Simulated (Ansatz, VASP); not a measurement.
**SiC in VASP and in Ansatz**

```xyz
4
Lattice="3.0920 0.0000 0.0000 -1.5460 2.6777 0.0000 0.0000 0.0000 5.0738" Properties=species:S:1:pos:R:3 pbc="T T T"
Si   -0.3063    1.6083   -0.1016
Si    1.2397    0.7158    2.4353
C     0.0000    1.7852    1.9302
C     1.5460    0.8926    4.4671
```

Change from the starting cell: all Si atoms moved +0.375 Å, as atom 1 towards its neighbour atom 4 (C) at 1.893 Å.

Alike in both runs: task single point; functional PBE; k mesh 12 × 12 × 6; occupations gaussian, width 0.05 eV; no spin polarisation.

|  | VASP | Ansatz |
| --- | --- | --- |
| version | VASP 6.6.1 | Ansatz 0.2.0 |
| potentials or method | VASP PAW PBE potentials, release 64 (Si, C), cutoff 520 eV | scalar-relativistic, plane waves, PAW |
| valence electrons in the cell | 16 | 16 |

Ansatz gave:

```
gap on the k mesh at the Fermi level (eV)                     : 1.13
least direct gap on the mesh (eV)                             : 3.11
pressure (GPa)                                                : 21.7
traceless stress, the component that is largest in VASP (GPa) : -21.00
rms of the force components (eV/Å)                            : 6.496
```

Task: What did VASP give for the same quantities?

Result: gap on the k mesh at the Fermi level (eV): 1.12; least direct gap on the mesh (eV): 3.11; pressure (GPa): 21.4; traceless stress, the component that is largest in VASP (GPa): -20.92; rms of the force components (eV/Å): 6.478.

Atom by atom the forces differ by 0.020 eV/Å (rms over components).
